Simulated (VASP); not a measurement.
# C (P6/mmm) in VASP: notebook

The runs below take C through single point, relaxation of shape and atoms at fixed volume, with PBE+D3(BJ).

All numbers are computed with VASP 6.6.1; they aren't measurements. Logs are shortened: lines on timing, memory, paths and dates and some standing lists are left out, and cuts for length are marked.

### 1 The cell of the first run

The structure is hexagonal, space group P6/mmm (No. 191). Conventional cell: a = 2.502 Å, b = 2.502 Å, c = 3.592 Å, α = 90.00°, β = 90.00°, γ = 120.00°. C (site symmetry -6m2) has 3 C at 1.44 Å within 1.9 Å.

### 2 Single point, PBE+D3(BJ) (biaxial strain in the a-b plane: +1.5 %, then relaxed in part)

INCAR

```
SYSTEM = C
ALGO     = Normal         ! electronic algorithm
EDIFF    = 1E-6           ! SCF threshold, eV
ENCUT    = 520            ! plane-wave cutoff, eV
GGA      = PE             ! functional
ISIF     = 2              ! what is computed and relaxed
ISMEAR   = 0              ! smearing method
IVDW     = 12             ! dispersion correction
LASPH    = .True.         ! aspherical terms in the spheres
LCHARG   = .True.         ! write CHGCAR
LELF     = .True.         ! ELF
LREAL    = .False.        ! projectors in reciprocal space
LVHAR    = .True.       
LWAVE    = .False.        ! write WAVECAR
NBANDS   = 11             ! bands
NELM     = 60             ! most SCF steps
PREC     = Accurate       ! precision mode
SIGMA    = 0.1            ! smearing width, eV
```

KPOINTS

```
k-points
0
Gamma
  21 21 12
  0 0 0
```

POSCAR

```
C
1.0
    2.5016980944      0.0000000000      0.0000000000
   -1.2508490472      2.1665341024      0.0000000000
    0.0000000000      0.0000000000      3.5915619049
C
2
Direct
    0.3333333333      0.6666666667      0.0000000000
    0.6666666667      0.3333333333      0.0000000000
```

Potentials or basis: VASP PAW PBE potentials, release 64 (C).

The run is started by

```
> cat potpaw_PBE.64/C/POTCAR > POTCAR
> mpirun -np 1 vasp_std > vasp.out
```

OUTCAR:

```text
SYSTEM = C
   EDIFF = 1E-6
   ENCUT = 520
   GGA = PE
   ISIF = 2
   ISMEAR = 0
   IVDW = 12
   LASPH = .True.
   LREAL = .False.
   NELM = 60
   PREC = Accurate
 IVDW          = 12

 ion  position               nearest neighbor table
   1  0.333  0.667  0.000-   2 1.44   2 1.44   2 1.44
   2  0.667  0.333  0.000-   1 1.44   1 1.44   1 1.44

  LATTYP: Found a hexagonal cell.
 ALAT       =     2.5016980944
 C/A-ratio  =     1.4356496145

  Lattice vectors:

 A1 = (   2.5016980944,   0.0000000000,   0.0000000000)
 A2 = (  -1.2508490472,   2.1665341024,   0.0000000000)
 A3 = (   0.0000000000,   0.0000000000,   3.5915619049)

Analysis of symmetry for initial positions (statically):
=====================================================================
 Subroutine PRICEL returns:
 Original cell was already a primitive cell.

 Routine SETGRP: Setting up the symmetry group for a
 hexagonal supercell.

 Subroutine GETGRP returns: Found 24 space group operations
 (whereof 24 operations were pure point group operations)
 out of a pool of 24 trial point group operations.

The static configuration has the point symmetry D_6h.

Analysis of symmetry for dynamics (positions and initial velocities):
=====================================================================
 Subroutine PRICEL returns:
 Original cell was already a primitive cell.

 Routine SETGRP: Setting up the symmetry group for a
 hexagonal supercell.

 Subroutine GETGRP returns: Found 24 space group operations
 (whereof 24 operations were pure point group operations)
 out of a pool of 24 trial point group operations.

The dynamic configuration has the point symmetry D_6h.

 Subroutine INISYM returns: Found 24 space group operations
 (whereof 24 operations are pure point group operations),
 and found     1 'primitive' translations

----------------------------------------------------------------------------------------

                                     Primitive cell

  volume of cell :      19.4663

  direct lattice vectors                    reciprocal lattice vectors
     2.501698094  0.000000000  0.000000000     0.399728489  0.230783351  0.000000000
    -1.250849047  2.166534102  0.000000000     0.000000000  0.461566702  0.000000000
     0.000000000  0.000000000  3.591561905     0.000000000  0.000000000  0.278430395

  length of vectors
     2.501698094  2.501698094  3.591561905     0.461566702  0.461566702  0.278430395

  position of ions in fractional coordinates (direct lattice)
     0.333333333  0.666666667  0.000000000
     0.666666667  0.333333333  0.000000000

  ion indices of the primitive-cell ions
   primitive index   ion index
                 1           1
[... 85 lines left out ...]
   NUPDOWN=      -1.0000    fix difference up-down
   EMIN   =  10.00;   EMAX   =-10.00  energy-range for DOS
   EFERMI =   0.00;   METHOD = LEGACY
   ISMEAR =     0;   SIGMA  =   0.10  broadening in eV -4-tet -1-fermi 0-gaus
   EFERMI_NEDOS =   21; number of points for ismear=-14 and -15
   IALGO  =     38    algorithm
   IMIX   =      4    mixing-type and parameters
     AMIX     =   0.40;   BMIX     =  1.00
     AMIX_MAG =   1.60;   BMIX_MAG =  1.00
  volume/ion in A,a.u.               =       9.73        65.68
  Fermi-wavevector in a.u.,A,eV,Ry     =   1.217148  2.300077 20.156357  1.481450
  Thomas-Fermi vector in A             =   2.352479
   LORBIT       =      0    0 simple, 1 ext, 2 COOP (PROOUT), +10 PAW based schemes
   GGA     = PE    functional components
   LHFCALC =     F    Hartree Fock is set to
   AEXX    =    0.0000 exact exchange contribution
   IVDW    =    12    specifies the selected vdW correction
   LEPSILON=     F    determine dielectric tensor
   LRPA    =     F    only Hartree local field effects (RPA)
 non-spin polarized calculation
 Gauss-broadening in eV      SIGMA  =   0.10
  energy-cutoff  :      520.00
  volume of cell :       19.47
 maximum number of plane-waves:       536
 NGX is ok and might be reduce to    20
   NGX =  9   NGY =  9   NGZ = 13

 number of electron       8.0000000 magnetization

 Free energy of the ion-electron system (eV)
  ---------------------------------------------------
  ext. energy  EPLUGINS =         0.00000000
  ---------------------------------------------------
  free energy    TOTEN  =       -18.40438933 eV

  energy without entropy =      -18.40430265  energy(sigma->0) =      -18.40434599

 E-fermi :   3.8555     XC(G=0):  -9.7583

 val. band max:        3.8553968432   @ k =   0.3333   0.3333   0.2500
 cond. band min:       4.0877090283   @ k =   0.3333   0.3333   0.1667
 fundamental gap:      0.2323121851
 Fermi energy:         3.8555364436

 k-point     1 :       0.0000    0.0000    0.0000
  band No.  band energies     occupation
      1     -15.3913      2.00000
      2      -2.7192      2.00000
      3       0.8130      2.00000
      4       0.8130      2.00000
      5       7.8239      0.00000
      6      11.8780      0.00000
      7      11.8780      0.00000
      8      14.9105      0.00000
      9      15.2921      0.00000
     10      25.5255      0.00000
     11      27.1288      0.00000
[... 309 lines left out ...]
 k-point    24 :       0.1905    0.0952    0.0000
  band No.  band energies     occupation
      1     -13.9329      2.00000
      2      -3.2669      2.00000
      3      -1.5733      2.00000
      4      -1.0780      2.00000
      5       9.6474      0.00000
      6      11.1568      0.00000
      7      12.3688      0.00000
      8      15.2039      0.00000
      9      18.8966      0.00000
     10      23.5369      0.00000
     11      25.9946      0.00000

 [... further k-points ...]

------------------------ aborting loop because EDIFF is reached ----------------------------------------

 Edisp (eV)   -0.28525

 E8    (eV) :    -0.0801

  FORCE on cell =-STRESS in cart. coord.  units (eV):
  Direction    XX          YY          ZZ          XY          YZ          ZX
  --------------------------------------------------------------------------------------
  -------------------------------------------------------------------------------------
  Total      -1.98290    -1.98290    -0.00896    -0.00000     0.00000     0.00000
  in kB    -163.20315  -163.20315    -0.73739    -0.00000     0.00000     0.00000
  external pressure =     -109.05 kB  Pullay stress =        0.00 kB

 VOLUME and BASIS-vectors are now :
 -----------------------------------------------------------------------------
  energy-cutoff  :      520.00
  volume of cell :       19.47
      direct lattice vectors                 reciprocal lattice vectors
     2.501698094  0.000000000  0.000000000     0.399728489  0.230783351  0.000000000
    -1.250849047  2.166534102  0.000000000     0.000000000  0.461566702  0.000000000
     0.000000000  0.000000000  3.591561905     0.000000000  0.000000000  0.278430395

 POSITION                                       TOTAL-FORCE (eV/Angst)
 -----------------------------------------------------------------------------------
     -0.00000      1.44436      0.00000        -0.000000      0.000000      0.000000
      1.25085      0.72218      0.00000         0.000000     -0.000000      0.000000
 -----------------------------------------------------------------------------------
    total drift:                                0.000000     -0.000000     -0.000000

  FREE ENERGIE OF THE ION-ELECTRON SYSTEM (eV)
  ---------------------------------------------------
  free  energy   TOTEN  =       -18.6896357878 eV

  energy  without entropy=      -18.6895491109  energy(sigma->0) =      -18.68959245
```

stdout:

```text
POSCAR found type information on POSCAR C
 POSCAR found :  1 types and       2 ions
 scaLAPACK will be used
 LDA part: xc-table for (Slater+PW92), standard interpolation
 POSCAR, INCAR and KPOINTS ok, starting setup
 FFT: planning ... GRIDC
 FFT: planning ... GRID_SOFT
 FFT: planning ... GRID
 WAVECAR not read
 entering main loop
```

Run time: 20 s. Hardware: 1 thread of Intel Xeon 6975P-C (Granite Rapids), shared host; peak memory 0.18 GiB.

Results:

- Free energy: -18.6896 eV
- Pressure: -10.9 GPa
- Band gap on the k mesh: zero (band 4 reaches 4.33 eV, above the bottom of band 5 at 3.43 eV)
- Dispersion energy per atom: -0.143 eV

Levels at points of the mesh, in eV from the Fermi level:
```
           k point  band 1  band 2  band 3  band 4  band 5  band 6  band 7  band 8
(0.00, 0.00, 0.00)  -19.25   -6.57   -3.04   -3.04    3.97    8.02    8.02   11.05
(0.00, 0.00, 0.50)  -19.07   -7.98   -3.02   -3.02    8.08    8.08    9.22   10.81
```

Caveat: the cell differs from its parent crystal (biaxial strain in the a-b plane: +1.5 %, then relaxed in part).

### 3 Single point, PBE+D3(BJ)

This run uses another cell than the first one, of 9.38 Å³/atom, 0.964 times its volume.

INCAR

```
SYSTEM = C
ALGO = Normal
EDIFF = 1E-6
ENCUT = 600
GGA = PE
GGA_COMPAT = .False.
ISIF = 2
ISMEAR = -5
IVDW = 12
LASPH = .True.
LCHARG = .False.
LREAL = .False.
LWAVE = .False.
NBANDS = 11
NELM = 120
PREC = Accurate
SIGMA = 0.1
```

KPOINTS

```
k-points
0
Gamma
  18 18 6
  0 0 0
```

POSCAR

```
C
1.0
    2.4647381390      0.0000000000      0.0000000000
   -1.2323690695      2.1345258421      0.0000000000
    0.0000000000      0.0000000000      3.5674262841
C
2
Direct
    0.3333333333      0.6666666667      0.0000000000
    0.6666666667      0.3333333333      0.0000000000
```

Potentials or basis: VASP PAW PBE potentials, release 64 (C).

The run is started by

```
> cat potpaw_PBE.64/C/POTCAR > POTCAR
> mpirun -np 1 vasp_std > vasp.out
```

Wall time 25 s (1 thread of Intel Xeon 6975P-C, shared host); peak memory 0.16 GiB.

It converged, with:

```
Free energy                : -18.7217 eV
Pressure                   : 0.0 GPa
Band gap on the k mesh     : zero (band 4 reaches 4.66 eV, above the bottom of band 5 at 3.73 eV)
Dispersion energy per atom : -0.145 eV
```

Stress tensor (GPa, compression positive):
```
 0.14  0.00  0.00
 0.00  0.14  0.00
 0.00  0.00 -0.22
```

Levels at points of the mesh, in eV from the Fermi level:
```
           k point  band 1  band 2  band 3  band 4  band 5  band 6  band 7  band 8
(0.00, 0.00, 0.00)  -19.62   -6.87   -3.04   -3.04    3.83    8.30    8.30   11.57
(0.50, 0.00, 0.00)  -14.34  -13.30   -6.43   -1.85    2.36    7.26   10.93   11.22
(0.00, 0.00, 0.50)  -19.43   -8.30   -3.02   -3.02    8.36    8.36    9.20   11.32
(0.50, 0.00, 0.50)  -14.21  -13.19   -6.40   -2.85    1.06    7.51   13.12   16.21
```

Caveat: tetrahedron occupations give inexact forces and stress in metals.

### 4 Relaxation of shape and atoms at fixed volume, PBE+D3(BJ) (volume scaled by 1.06)

INCAR

```
PREC = Accurate
ENCUT = 600
EDIFF = 1E-7
ISMEAR = 0
SIGMA = 0.1
LREAL = F
LASPH = T
NELM = 100
ALGO = Normal
ISIF = 4
LWAVE = F
LCHARG = F
GGA = PE
IVDW = 12
IBRION = 2
NSW = 50
EDIFFG = -0.01
```

KPOINTS

```
regular mesh
0
Gamma
  18 18 12
```

POSCAR

```
C
1.0
    2.4901646337      0.0000000000      0.0000000000
   -1.2450823168      2.1565458324      0.0000000000
    0.0000000000      0.0000000000      3.7046427797
C
2
Direct
    0.3333333333      0.6666666667      0.0000000000
    0.6666666667      0.3333333333      0.0000000000
```

The run is started by

```
> cat potpaw_PBE.64/C/POTCAR > POTCAR
> mpirun -np 1 vasp_std > vasp.out
```

Run time: 2.3 min. Hardware: 1 thread of Intel Xeon 8259CL, shared host; peak memory 0.17 GiB.

Results (log left out):

```yaml
Free_energy: -18.7190 eV
Energy_gained_by_relaxing: 5.5 meV/atom
Ionic_steps: 3
Pressure_after_relaxing: -1.4 GPa
Band_gap_on_the_k_mesh: zero (band 4 reaches 4.03 eV, above the bottom of band 5 at 3.38 eV)
Dispersion_energy_per_atom: -0.136 eV
```

Step by step:
| step | energy change (eV) | largest force (eV/Å) | pressure (GPa) | volume (Å³) |
| --- | --- | --- | --- | --- |
| 1 | 0.0000 | 0.0000 | -7.88 | 19.89 |
| 2 | -0.0108 | 0.0000 | -0.39 | 19.89 |
| 3 | -0.0111 | 0.0000 | -1.44 | 19.89 |

Final structure:
```
CELL_PARAMETERS angstrom
2.46854 0.00000 0.00000
-1.23427 2.13782 0.00000
0.00000 0.00000 3.76982
ATOMIC_POSITIONS crystal
C 0.33333 0.66667 0.00000
C 0.66667 0.33333 0.00000
```

Levels at points of the mesh, in eV from the Fermi level:
| k point | band 1 | band 2 | band 3 | band 4 | band 5 | band 6 | band 7 | band 8 |
| --- | --- | --- | --- | --- | --- | --- | --- | --- |
| (0.00, 0.00, 0.00) | -19.54 | -7.04 | -3.04 | -3.04 | 3.56 | 8.28 | 8.28 | 11.47 |
| (0.50, 0.00, 0.00) | -14.30 | -13.24 | -6.41 | -1.99 | 2.18 | 7.27 | 10.77 | 11.06 |
| (0.00, 0.00, 0.50) | -19.43 | -8.09 | -3.03 | -3.03 | 8.19 | 8.32 | 8.32 | 11.32 |
| (0.50, 0.00, 0.50) | -14.22 | -13.17 | -6.39 | -2.69 | 1.22 | 7.43 | 12.90 | 15.29 |

Caveat: the cell differs from its parent crystal (volume scaled by 1.06).

[end of part 1 of 2]
